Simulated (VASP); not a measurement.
# Hf (P6_3/mmc) in VASP: single point with PBE

Aim: the single point of Hf with PBE.

All numbers are computed with VASP 6.6.1; they aren't measurements. Logs are shortened: lines on timing, memory, paths and dates and some standing lists are left out, and cuts for length are marked.

**1. The cell of the first run**

It takes space group P6_3/mmc (No. 194, hexagonal). The conventional cell has a = 3.201 Å, b = 3.201 Å, c = 5.067 Å, α = 90.00°, β = 90.00°, γ = 120.00°. Hf (site symmetry -6m2) has 12 Hf at 3.14 to 3.20 Å within 4.1 Å.

**2. Single point, PBE, non-collinear spin, zero start, spin-orbit coupling**

INCAR reads:

```
SYSTEM = Hf
ALGO = Normal
EDIFF = 1E-6
ENCUT = 520
GGA = PE
GGA_COMPAT = .FALSE.
ISIF = 2
ISMEAR = -1
LASPH = .TRUE.
LCHARG = .FALSE.
LMAXMIX = 4
LORBIT = 11
LORBMOM = .TRUE.
LREAL = .FALSE.
LSORBIT = .TRUE.
LWAVE = .FALSE.
MAGMOM = 0 0 0 0 0 0
NBANDS = 32
NELM = 150
PREC = Accurate
SIGMA = 0.05
```

KPOINTS reads:

```
k-points
0
G
  15 15 8
  0 0 0
```

POSCAR reads:

```
Hf
1.0
    3.2006652564      0.0000000000      0.0000000000
   -1.6003326282      2.7718574211      0.0000000000
    0.0000000000      0.0000000000      5.0665553321
Hf
2
Direct
    0.3333333333      0.6666666667      0.2500000000
    0.6666666667      0.3333333333      0.7500000000
```

Potentials or basis: VASP PAW PBE potentials, release 64 (Hf_pv).

Command:

```bash
$ cat potpaw_PBE.64/Hf_pv/POTCAR > POTCAR
$ mpirun -np 1 vasp_ncl > vasp.out
```

OUTCAR:

```text
SYSTEM = Hf
   EDIFF = 1E-6
   ENCUT = 520
   GGA = PE
   ISIF = 2
   ISMEAR = -1
   LASPH = .TRUE.
   LORBIT = 11
   LREAL = .FALSE.
   LSORBIT = .TRUE.
   NELM = 150
   PREC = Accurate

 ion  position               nearest neighbor table
   1  0.333  0.667  0.250-   2 3.14   2 3.14   2 3.14   2 3.14   2 3.14   2 3.14
   2  0.667  0.333  0.750-   1 3.14   1 3.14   1 3.14   1 3.14   1 3.14   1 3.14

  LATTYP: Found a hexagonal cell.
 ALAT       =     3.2006652564
 C/A-ratio  =     1.5829694536

  Lattice vectors:

 A1 = (   3.2006652564,   0.0000000000,   0.0000000000)
 A2 = (  -1.6003326282,   2.7718574211,   0.0000000000)
 A3 = (   0.0000000000,   0.0000000000,   5.0665553321)

Analysis of symmetry for initial positions (statically):
=====================================================================
 Subroutine PRICEL returns:
 Original cell was already a primitive cell.

 Routine SETGRP: Setting up the symmetry group for a
 hexagonal supercell.

 Subroutine GETGRP returns: Found 24 space group operations
 (whereof 12 operations were pure point group operations)
 out of a pool of 24 trial point group operations.

The static configuration has the point symmetry D_3d.
 The point group associated with its full space group is D_6h.

Analysis of symmetry for dynamics (positions and initial velocities):
=====================================================================
 Subroutine PRICEL returns:
 Original cell was already a primitive cell.

 Routine SETGRP: Setting up the symmetry group for a
 hexagonal supercell.

 Subroutine GETGRP returns: Found 24 space group operations
 (whereof 12 operations were pure point group operations)
 out of a pool of 24 trial point group operations.

The dynamic configuration has the point symmetry D_3d.
 The point group associated with its full space group is D_6h.

Analysis of structural, dynamic, and magnetic symmetry:
=====================================================================
 Subroutine PRICEL returns:
 Original cell was already a primitive cell.

 Routine SETGRP: Setting up the symmetry group for a
 hexagonal supercell.

 Subroutine GETGRP returns: Found 24 space group operations
 (whereof 12 operations were pure point group operations)
 out of a pool of 24 trial point group operations.

The overall configuration has the point symmetry D_3d.
 The point group associated with its full space group is D_6h.

 Subroutine INISYM returns: Found 24 space group operations
 (whereof 12 operations are pure point group operations),
 and found     1 'primitive' translations

----------------------------------------------------------------------------------------

                                     Primitive cell

  volume of cell :      44.9494

  direct lattice vectors                    reciprocal lattice vectors
     3.200665256  0.000000000  0.000000000     0.312435047  0.180384459  0.000000000
    -1.600332628  2.771857421  0.000000000     0.000000000  0.360768917  0.000000000
     0.000000000  0.000000000  5.066555332     0.000000000  0.000000000  0.197372758

  length of vectors
     3.200665256  3.200665256  5.066555332     0.360768917  0.360768917  0.197372758

  position of ions in fractional coordinates (direct lattice)
     0.333333333  0.666666667  0.250000000
     0.666666667  0.333333333  0.750000000

  ion indices of the primitive-cell ions
   primitive index   ion index
                 1           1
                 2           2

----------------------------------------------------------------------------------------

 KPOINTS: k-points

Automatic generation of k-mesh.
 Grid dimensions read from file:
 generate k-points for:   15   15    8

 Generating k-lattice:

  Cartesian coordinates                     Fractional coordinates (reciprocal lattice)
     0.020829003  0.012025631  0.000000000     0.066666667  0.000000000  0.000000000
     0.000000000  0.024051261  0.000000000     0.000000000  0.066666667  0.000000000
     0.000000000  0.000000000  0.024671595     0.000000000  0.000000000  0.125000000

  Length of vectors
     0.024051261  0.024051261  0.024671595

  Shift w.r.t. Gamma in fractional coordinates (k-lattice)
     0.000000000  0.000000000  0.000000000

 Subroutine IBZKPT returns following result:
 ===========================================

 Found    135 irreducible k-points:

 Following reciprocal coordinates:
            Coordinates               Weight
  0.000000  0.000000  0.000000      1.000000
  0.066667 -0.000000  0.000000      6.000000
  0.133333  0.000000  0.000000      6.000000
  0.200000 -0.000000  0.000000      6.000000
[... 45 lines left out ...]
   ISIF   =      2    stress and relaxation
   ISYM   =      2    0-nonsym 1-usesym 2-fastsym
   POTIM  = 0.5000    time-step for ionic-motion
   TEBEG  =    0.0;   TEEND  =   0.0 temperature during run
   PSTRESS=    0.0 pullay stress
   NELECT =      20.0000    total number of electrons
   NUPDOWN=      -1.0000    fix difference up-down
   EMIN   =  10.00;   EMAX   =-10.00  energy-range for DOS
   EFERMI =   0.00;   METHOD = LEGACY
   ISMEAR =    -1;   SIGMA  =   0.05  broadening in eV -4-tet -1-fermi 0-gaus
   EFERMI_NEDOS =   21; number of points for ismear=-14 and -15
   IALGO  =     38    algorithm
   IMIX   =      4    mixing-type and parameters
     AMIX     =   0.40;   BMIX     =  1.00
     AMIX_MAG =   1.60;   BMIX_MAG =  1.00
  volume/ion in A,a.u.               =      22.47       151.67
  Fermi-wavevector in a.u.,A,eV,Ry     =   1.249809  2.361796 21.252594  1.562022
  Thomas-Fermi vector in A             =   2.383832
   LORBIT       =     11    0 simple, 1 ext, 2 COOP (PROOUT), +10 PAW based schemes
   GGA     = PE    functional components
   LHFCALC =     F    Hartree Fock is set to
   AEXX    =    0.0000 exact exchange contribution
   IVDW    =     0    specifies the selected vdW correction
   LEPSILON=     F    determine dielectric tensor
   LRPA    =     F    only Hartree local field effects (RPA)
  energy-cutoff  :      520.00
  volume of cell :       44.95
 maximum number of plane-waves:      2472
 NGX is ok and might be reduce to    24
   NGX = 11   NGY = 11   NGZ = 19

 number of electron      20.0000000 magnetization       0.0000000      0.0000000      0.0000000

 number of electron      20.0000005 magnetization       0.0000000      0.0000000     -0.0000000

 number of electron      20.0000005 magnetization       0.0000000     -0.0000000     -0.0000000

 Free energy of the ion-electron system (eV)
  ---------------------------------------------------
  ext. energy  EPLUGINS =         0.00000000
  ---------------------------------------------------
  free energy    TOTEN  =       -21.22285495 eV

  energy without entropy =      -21.20965908  energy(sigma->0) =      -21.21625701

 E-fermi :   4.8745     XC(G=0): -11.2641

 val. band max:        4.8513957286   @ k =   0.3333   0.3333   0.2500
 cond. band min:       4.8787039178   @ k =   0.3333   0.2667   0.2500
 fundamental gap:      0.0273081892
 Fermi energy:         4.8745203437

 k-point     1 :       0.0000    0.0000    0.0000
  band No.  band energies     occupation
      1     -30.4742      1.00000
      2     -30.4742      1.00000
      3     -30.2203      1.00000
      4     -30.2203      1.00000
      5     -23.8173      1.00000
      6     -23.8173      1.00000
[... 829 lines left out ...]
     31      10.7191      0.00000
     32      10.7191      0.00000

 [... further k-points ...]

------------------------ aborting loop because EDIFF is reached ----------------------------------------

  FORCE on cell =-STRESS in cart. coord.  units (eV):
  Direction    XX          YY          ZZ          XY          YZ          ZX
  --------------------------------------------------------------------------------------
  -------------------------------------------------------------------------------------
  Total       -0.1097683     -0.1097683     -0.1591457     -0.0000000      0.0000000      0.0000000
  in kB       -3.9125823     -3.9125823     -5.6725935     -0.0000000      0.0000000      0.0000000
  external PRESSURE =      -4.4992527 kB  Pullay stress =       0.0000000 kB

 VOLUME and BASIS-vectors are now :
 -----------------------------------------------------------------------------
  energy-cutoff  :      520.00
  volume of cell :       44.95
      direct lattice vectors                 reciprocal lattice vectors
     3.200665256  0.000000000  0.000000000     0.312435047  0.180384459  0.000000000
    -1.600332628  2.771857421  0.000000000     0.000000000  0.360768917  0.000000000
     0.000000000  0.000000000  5.066555332     0.000000000  0.000000000  0.197372758

 POSITION                                       TOTAL-FORCE (eV/Angst)
 -----------------------------------------------------------------------------------
     -0.00000      1.84790      1.26664         0.000000      0.000000     -0.000000
      1.60033      0.92395      3.79992        -0.000000      0.000000      0.000000
 -----------------------------------------------------------------------------------
    total drift:                               -0.000000      0.000000     -0.000000

  FREE ENERGIE OF THE ION-ELECTRON SYSTEM (eV)
  ---------------------------------------------------
  free  energy   TOTEN  =       -21.2228549469 eV

  energy  without entropy=      -21.2096590785  energy(sigma->0) =      -21.21625701

 orbital moment (x)

 # of ion     p       d       tot
 ----------------------------------------
  1        -0.000  -0.000  -0.000
  2        -0.000   0.000  -0.000
 ----------------------------------------
           -0.000  -0.000  -0.000

 orbital moment (y)

 # of ion     p       d       tot
 ----------------------------------------
  1         0.000  -0.000   0.000
  2        -0.000   0.000  -0.000
 ----------------------------------------
            0.000  -0.000   0.000

 orbital moment (z)

 # of ion     p       d       tot
 ----------------------------------------
  1         0.000   0.000   0.000
  2         0.000   0.000   0.000
 ----------------------------------------
            0.000   0.000   0.000

 Spin-Orbit-Coupling matrix elements

 Ion:    1  E_soc:     -1.3545452
 l=   1
     0.0000000    -0.2174147    -0.2176923
    -0.2174147     0.0000000    -0.2174147
    -0.2176923    -0.2174147     0.0000000
 l=   2
     0.0000000    -0.0014644     0.0000000    -0.0014644    -0.0072094
    -0.0014644     0.0000000    -0.0051417    -0.0014006    -0.0014644
     0.0000000    -0.0051417     0.0000000    -0.0051417     0.0000000
    -0.0014644    -0.0014006    -0.0051417     0.0000000    -0.0014644
    -0.0072094    -0.0014644     0.0000000    -0.0014644     0.0000000
 l=   3
     0.0000000     0.0000000     0.0000000     0.0000000     0.0000000     0.0000000     0.0000000
     0.0000000     0.0000000     0.0000000     0.0000000     0.0000000     0.0000000     0.0000000
     0.0000000     0.0000000     0.0000000     0.0000000     0.0000000     0.0000000     0.0000000
     0.0000000     0.0000000     0.0000000     0.0000000     0.0000000     0.0000000     0.0000000
     0.0000000     0.0000000     0.0000000     0.0000000     0.0000000     0.0000000     0.0000000
     0.0000000     0.0000000     0.0000000     0.0000000     0.0000000     0.0000000     0.0000000
     0.0000000     0.0000000     0.0000000     0.0000000     0.0000000     0.0000000     0.0000000

 Ion:    2  E_soc:     -1.3545452
 l=   1
     0.0000000    -0.2174147    -0.2176923
    -0.2174147     0.0000000    -0.2174147
    -0.2176923    -0.2174147     0.0000000
 l=   2
     0.0000000    -0.0014644     0.0000000    -0.0014644    -0.0072094
    -0.0014644     0.0000000    -0.0051417    -0.0014006    -0.0014644
     0.0000000    -0.0051417     0.0000000    -0.0051417     0.0000000
    -0.0014644    -0.0014006    -0.0051417     0.0000000    -0.0014644
    -0.0072094    -0.0014644     0.0000000    -0.0014644     0.0000000
 l=   3
     0.0000000     0.0000000     0.0000000     0.0000000     0.0000000     0.0000000     0.0000000
     0.0000000     0.0000000     0.0000000     0.0000000     0.0000000     0.0000000     0.0000000
     0.0000000     0.0000000     0.0000000     0.0000000     0.0000000     0.0000000     0.0000000
     0.0000000     0.0000000     0.0000000     0.0000000     0.0000000     0.0000000     0.0000000
     0.0000000     0.0000000     0.0000000     0.0000000     0.0000000     0.0000000     0.0000000
     0.0000000     0.0000000     0.0000000     0.0000000     0.0000000     0.0000000     0.0000000
     0.0000000     0.0000000     0.0000000     0.0000000     0.0000000     0.0000000     0.0000000

 total charge

# of ion       s       p       d       tot
------------------------------------------
    1        0.392   6.436   1.548   8.376
    2        0.392   6.436   1.548   8.376
--------------------------------------------------
tot          0.784  12.872   3.095  16.751

 magnetization (x)

# of ion       s       p       d       tot
------------------------------------------
    1        0.000   0.000  -0.000  -0.000
    2        0.000   0.000  -0.000  -0.000
--------------------------------------------------
tot          0.000   0.000  -0.000  -0.000

 magnetization (y)

# of ion       s       p       d       tot
------------------------------------------
    1        0.000   0.000   0.000   0.000
    2        0.000   0.000   0.000   0.000
--------------------------------------------------
tot          0.000   0.000   0.000   0.000

 magnetization (z)

# of ion       s       p       d       tot
------------------------------------------
    1        0.000   0.000   0.000   0.000
    2        0.000   0.000   0.000   0.000
--------------------------------------------------
tot          0.000   0.000   0.000   0.000
```

It took 5 min on 1 thread of Intel Xeon Platinum 8488C (Sapphire Rapids), shared host; peak memory 0.42 GiB.

Results:

```yaml
Free_energy: -21.2229 eV
Pressure: -0.4 GPa
Net_moment: 0.00 μB per cell
Valence_electrons_inside_the_program's_atomic_spheres: Hf 8.38
```

Moments on the atoms (μB; x, y, z):
```
Hf  0.00 0.00 0.00
Hf  0.00 0.00 0.00
```
